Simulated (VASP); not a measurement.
# YTeAs (I4/mmm) in VASP: notebook

The runs below take YTeAs through single point, with PBEsol, PBE.

Program: VASP 6.6.1. These are calculated values, not measurements. Logs are shortened: lines on timing, memory, paths and dates and some standing lists are left out, and cuts for length are marked.

## (1) The cell of the first run

Symmetry: I4/mmm, No. 139, tetragonal system. Conventional cell: a = 4.170 Å, b = 4.170 Å, c = 17.316 Å, α = 90.00°, β = 90.00°, γ = 90.00°. As (site symmetry mmm) has 4 Y at 2.88 Å and 4 As at 2.95 Å within 3.8 Å. Within 4.2 Å of Te (site symmetry 4mm) lie 5 Y at 3.23 to 3.38 Å and 8 Te at 3.60 to 4.17 Å and 4 As at 3.90 Å. Within 3.8 Å of Y (site symmetry 4mm) lie 4 As at 2.88 Å and 5 Te at 3.23 to 3.38 Å.

## (2) Single point, PBEsol

Input file INCAR:

```
SYSTEM = YTeAs
PREC     = Accurate       ! precision mode
ENCUT    = 520            ! plane-wave cutoff, eV
EDIFF    = 1E-7           ! SCF threshold, eV
ISMEAR   = -1             ! smearing method
SIGMA    = 0.1            ! smearing width, eV
LREAL    = .False.        ! projectors in reciprocal space
LASPH    = .True.         ! aspherical terms in the spheres
NELM     = 80             ! most SCF steps
ALGO     = Normal         ! electronic algorithm
ISIF     = 2              ! what is computed and relaxed
LWAVE    = .False.        ! write WAVECAR
LCHARG   = .False.        ! write CHGCAR
GGA      = PS             ! functional
NBANDS   = 31             ! bands
```

Input file KPOINTS:

```
Automatic mesh
0
Gamma
  5 5 5
  0 0 0
```

Input file POSCAR:

```
YTeAs
1.0
    0.0000000000      4.1697630000      0.0000000000
    4.1697630000      0.0000000000      0.0000000000
    2.0848820000      2.0848820000     -8.6578520000
As Te Y
2 2 2
Direct
    0.5000000000      0.0000000000      0.0000000000
    0.0000000000      0.5000000000      0.0000000000
    0.3095000000      0.3095000000      0.3810000000
    0.6905000000      0.6905000000      0.6190000000
    0.1145000000      0.1145000000      0.7710000000
    0.8855000000      0.8855000000      0.2290000000
```

Potentials or basis: VASP PAW PBE potentials, release 64 (As, Te, Y_sv).

Command:

```
cat potpaw_PBE.64/As/POTCAR potpaw_PBE.64/Te/POTCAR potpaw_PBE.64/Y_sv/POTCAR > POTCAR
mpirun -np 1 vasp_std > vasp.out
```

OUTCAR:

```text
SYSTEM = YTeAs
   PREC = Accurate
   ENCUT = 520
   EDIFF = 1E-7
   ISMEAR = -1
   LREAL = .False.
   LASPH = .True.
   NELM = 80
   ISIF = 2
   GGA = PS

 ion  position               nearest neighbor table
   1  0.500  0.000  0.000-   5 2.88   6 2.88   6 2.88   5 2.88
   2  0.000  0.500  0.000-   5 2.88   6 2.88   6 2.88   5 2.88
   3  0.309  0.309  0.381-   6 3.23   6 3.23   6 3.23   6 3.23   5 3.38   4 3.60   4 3.60   4 3.60
                             4 3.60
   4  0.691  0.691  0.619-   5 3.23   5 3.23   5 3.23   5 3.23   6 3.38   3 3.60   3 3.60   3 3.60
                             3 3.60
   5  0.114  0.114  0.771-   2 2.88   1 2.88   1 2.88   2 2.88   4 3.23   4 3.23   4 3.23   4 3.23
                             3 3.38   6 3.97
   6  0.886  0.886  0.229-   1 2.88   2 2.88   1 2.88   2 2.88   3 3.23   3 3.23   3 3.23   3 3.23
                             4 3.38   5 3.97

  LATTYP: Found a body centered tetragonal cell.
 ALAT       =     4.1697630000
 C/A-ratio  =     4.1526830182

  Lattice vectors:

 A1 = (  -2.0848820000,   2.0848810000,   8.6578520000)
 A2 = (   2.0848810000,  -2.0848820000,   8.6578520000)
 A3 = (   2.0848820000,   2.0848820000,  -8.6578520000)

Analysis of symmetry for initial positions (statically):
=====================================================================
 Subroutine PRICEL returns:
 Original cell was already a primitive cell.

 Routine SETGRP: Setting up the symmetry group for a
 body centered tetragonal supercell.

 Subroutine GETGRP returns: Found 16 space group operations
 (whereof 16 operations were pure point group operations)
 out of a pool of 16 trial point group operations.

The static configuration has the point symmetry D_4h.

Analysis of symmetry for dynamics (positions and initial velocities):
=====================================================================
 Subroutine PRICEL returns:
 Original cell was already a primitive cell.

 Routine SETGRP: Setting up the symmetry group for a
 body centered tetragonal supercell.

 Subroutine GETGRP returns: Found 16 space group operations
 (whereof 16 operations were pure point group operations)
 out of a pool of 16 trial point group operations.

The dynamic configuration has the point symmetry D_4h.

 Subroutine INISYM returns: Found 16 space group operations
 (whereof 16 operations are pure point group operations),
 and found     1 'primitive' translations

----------------------------------------------------------------------------------------

                                     Primitive cell

  volume of cell :     150.5334

  direct lattice vectors                    reciprocal lattice vectors
     0.000000000  4.169763000  0.000000000     0.000000000  0.239821784  0.057751059
     4.169763000  0.000000000  0.000000000     0.239821784  0.000000000  0.057751059
     2.084882000  2.084882000 -8.657852000     0.000000000  0.000000000 -0.115502090

  length of vectors
     4.169763000  4.169763000  9.146139468     0.246677264  0.246677264  0.115502090

  position of ions in fractional coordinates (direct lattice)
     0.500000000  0.000000000  0.000000000
     0.000000000  0.500000000  0.000000000
     0.309500000  0.309500000  0.381000000
     0.690500000  0.690500000  0.619000000
     0.114500000  0.114500000  0.771000000
     0.885500000  0.885500000  0.229000000

  ion indices of the primitive-cell ions
   primitive index   ion index
                 1           1
                 2           2
                 3           3
                 4           4
                 5           5
                 6           6

----------------------------------------------------------------------------------------

 KPOINTS: Automatic mesh

Automatic generation of k-mesh.
 Grid dimensions read from file:
 generate k-points for:    5    5    5

 Generating k-lattice:

  Cartesian coordinates                     Fractional coordinates (reciprocal lattice)
     0.000000000  0.047964357  0.011550212     0.200000000  0.000000000  0.000000000
     0.047964357  0.000000000  0.011550212     0.000000000  0.200000000  0.000000000
     0.000000000  0.000000000 -0.023100418     0.000000000  0.000000000  0.200000000

  Length of vectors
     0.049335453  0.049335453  0.023100418

  Shift w.r.t. Gamma in fractional coordinates (k-lattice)
     0.000000000  0.000000000  0.000000000

 Subroutine IBZKPT returns following result:
 ===========================================

 Found     18 irreducible k-points:

 Following reciprocal coordinates:
            Coordinates               Weight
  0.000000  0.000000  0.000000      1.000000
  0.200000  0.000000 -0.000000      8.000000
  0.400000  0.000000 -0.000000      8.000000
  0.200000  0.200000 -0.000000      8.000000
  0.400000  0.200000 -0.000000     16.000000
 -0.400000  0.200000 -0.000000     16.000000
[... 10 lines left out ...]
  0.000000  0.000000  0.400000      2.000000
 -0.200000  0.000000  0.400000      4.000000
   k-points           NKPTS =     18   k-points in BZ     NKDIM =     18   number of bands    NBANDS=     31
   number of dos      NEDOS =    301   number of ions     NIONS =      6
   total plane-waves  NPLWV =  71680
   dimension x,y,z NGX =    32 NGY =   32 NGZ =   70
   dimension x,y,z NGXF=    64 NGYF=   64 NGZF=  140
   ions per type =               2   2   2
   NGX,Y,Z   is equivalent  to a cutoff of  12.76, 12.76, 12.72 a.u.
   NGXF,Y,Z  is equivalent  to a cutoff of  25.52, 25.52, 25.45 a.u.
 SYSTEM =  YTeAs
   PREC   = accura    normal or accurate (medium, high low for compatibility)
   ISTART =      0    job   : 0-new  1-cont  2-samecut
   ICHARG =      2    charge: 1-file 2-atom 10-const
   ISPIN  =      1    spin polarized calculation?
   LNONCOLLINEAR =      F non collinear calculations
   LSORBIT =      F    spin-orbit coupling
   LASPH  =      T    aspherical Exc in radial PAW
   ENCUT  =  520.0 eV  38.22 Ry    6.18 a.u.   7.75  7.75 17.01*2*pi/ulx,y,z
   NELM   =     80;   NELMIN=  2; NELMDL= -5     # of ELM steps
   EDIFF  = 0.1E-06   stopping-criterion for ELM
   LREAL  =      F    real-space projection
   EDIFFG = 0.1E-05   stopping-criterion for IOM
   NSW    =      0    number of steps for IOM
   IBRION =     -1    ionic relax: 0-MD 1-quasi-New 2-CG
   NFREE  =      0    steps in history (QN), initial steepest desc. (CG)
   ISIF   =      2    stress and relaxation
   ISYM   =      2    0-nonsym 1-usesym 2-fastsym
   POTIM  = 0.5000    time-step for ionic-motion
   TEBEG  =    0.0;   TEEND  =   0.0 temperature during run
   PSTRESS=    0.0 pullay stress
   NELECT =      44.0000    total number of electrons
   NUPDOWN=      -1.0000    fix difference up-down
   EMIN   =  10.00;   EMAX   =-10.00  energy-range for DOS
   EFERMI =   0.00;   METHOD = LEGACY
   ISMEAR =    -1;   SIGMA  =   0.10  broadening in eV -4-tet -1-fermi 0-gaus
   EFERMI_NEDOS =   21; number of points for ismear=-14 and -15
   IALGO  =     38    algorithm
   IMIX   =      4    mixing-type and parameters
     AMIX     =   0.40;   BMIX     =  1.00
     AMIX_MAG =   1.60;   BMIX_MAG =  1.00
  volume/ion in A,a.u.               =      25.09       169.31
  Fermi-wavevector in a.u.,A,eV,Ry     =   1.086463  2.053116 16.060329  1.180401
  Thomas-Fermi vector in A             =   2.222600
   LORBIT       =      0    0 simple, 1 ext, 2 COOP (PROOUT), +10 PAW based schemes
   GGA     = PS    functional components
   LHFCALC =     F    Hartree Fock is set to
   AEXX    =    0.0000 exact exchange contribution
   IVDW    =     0    specifies the selected vdW correction
   LEPSILON=     F    determine dielectric tensor
   LRPA    =     F    only Hartree local field effects (RPA)
 non-spin polarized calculation
  energy-cutoff  :      520.00
  volume of cell :      150.53
 maximum number of plane-waves:      4072
   NGX = 15   NGY = 15   NGZ = 33

 number of electron      44.0000000 magnetization

 Free energy of the ion-electron system (eV)
  ---------------------------------------------------
  ext. energy  EPLUGINS =         0.00000000
  ---------------------------------------------------
  free energy    TOTEN  =       -37.49753932 eV

  energy without entropy =      -37.38584993  energy(sigma->0) =      -37.44169462

 E-fermi :   5.4592     XC(G=0): -10.2730

 val. band max:        5.4557833555   @ k =   0.0000   0.0000   0.0000
 cond. band min:       5.4610636111   @ k =   0.4000   0.0000  -0.0000
 fundamental gap:      0.0052802556
 Fermi energy:         5.4591953106

 k-point     1 :       0.0000    0.0000    0.0000
  band No.  band energies     occupation
      1     -36.8449      2.00000
      2     -36.8404      2.00000
      3     -17.0529      2.00000
      4     -16.9232      2.00000
      5     -16.8560      2.00000
      6     -16.8560      2.00000
[... 23 lines left out ...]
     30       8.3964      0.00000
     31       8.4767      0.00000

 k-point     2 :       0.2000    0.0000   -0.0000
  band No.  band energies     occupation
      1     -36.8436      2.00000
      2     -36.8392      2.00000
      3     -17.0425      2.00000
      4     -16.9200      2.00000
      5     -16.8930      2.00000
      6     -16.8748      2.00000
[... 23 lines left out ...]
     30       8.8638      0.00000
     31       9.2413      0.00000

 k-point     3 :       0.4000    0.0000   -0.0000
  band No.  band energies     occupation
      1     -36.8416      2.00000
      2     -36.8372      2.00000
      3     -17.0251      2.00000
      4     -16.9526      2.00000
      5     -16.9281      2.00000
      6     -16.9139      2.00000
[... 499 lines left out ...]
     30       8.4247      0.00000
     31       9.8664      0.00000

 k-point    18 :      -0.2000    0.0000    0.4000
  band No.  band energies     occupation
      1     -36.8435      2.00000
      2     -36.8393      2.00000
      3     -17.0356      2.00000
      4     -16.9274      2.00000
      5     -16.8934      2.00000
      6     -16.8744      2.00000
[... 23 lines left out ...]
     30       9.3851      0.00000
     31       9.6328      0.00000

------------------------ aborting loop because EDIFF is reached ----------------------------------------

  FORCE on cell =-STRESS in cart. coord.  units (eV):
  Direction    XX          YY          ZZ          XY          YZ          ZX
  --------------------------------------------------------------------------------------
  -------------------------------------------------------------------------------------
  Total       -3.6946964     -3.6946964      1.8787909      0.0000000     -0.0000001     -0.0000001
  in kB      -39.3238869    -39.3238869     19.9965990      0.0000000     -0.0000012     -0.0000012
  external PRESSURE =     -19.5503916 kB  Pullay stress =       0.0000000 kB

 VOLUME and BASIS-vectors are now :
 -----------------------------------------------------------------------------
  energy-cutoff  :      520.00
  volume of cell :      150.53
      direct lattice vectors                 reciprocal lattice vectors
     0.000000000  4.169763000  0.000000000     0.000000000  0.239821784  0.057751059
     4.169763000  0.000000000  0.000000000     0.239821784  0.000000000  0.057751059
     2.084882000  2.084882000 -8.657852000     0.000000000  0.000000000 -0.115502090

 POSITION                                       TOTAL-FORCE (eV/Angst)
 -----------------------------------------------------------------------------------
      0.00000      2.08488      0.00000         0.000000     -0.000000      0.000000
      2.08488      0.00000      0.00000        -0.000000      0.000000      0.000000
      2.08488      2.08488     -3.29864        -0.000000     -0.000000      0.316953
      4.16976      4.16976     -5.35921         0.000000      0.000000     -0.316953
      2.08488      2.08488     -6.67520        -0.000000     -0.000000      1.585190
      4.16976      4.16976     -1.98265         0.000000      0.000000     -1.585190
 -----------------------------------------------------------------------------------
    total drift:                                0.000000      0.000000     -0.000000

  FREE ENERGIE OF THE ION-ELECTRON SYSTEM (eV)
  ---------------------------------------------------
  free  energy   TOTEN  =       -37.4975393204 eV

  energy  without entropy=      -37.3858499268  energy(sigma->0) =      -37.44169462
```

Run time: 78 s. Hardware: 1 thread of Intel Xeon Platinum 8488C (Sapphire Rapids), shared host; peak memory 0.31 GiB.

Results:

* Free energy: -37.4975 eV
* Pressure: -2.0 GPa
* Largest force: 1.585 eV/Å
* Band gap on the k mesh: zero (band 22 reaches 5.65 eV, above the bottom of band 23 at 5.23 eV)

Forces in eV/Å, atoms in the order of the input:
```
As   0.000  0.000  0.000
As   0.000  0.000  0.000
Te   0.000  0.000  0.317
Te   0.000  0.000 -0.317
Y    0.000  0.000  1.585
Y    0.000  0.000 -1.585
```

Stress tensor (GPa, compression positive):
```
-3.93  0.00  0.00
 0.00 -3.93  0.00
 0.00  0.00  2.00
```

Caveat: the PAW data sets were made with another functional, which shifts forces and pressure a little; spin-orbit coupling is left out, which moves the levels of the heavy elements.

(Continued in part 2 of 2.)
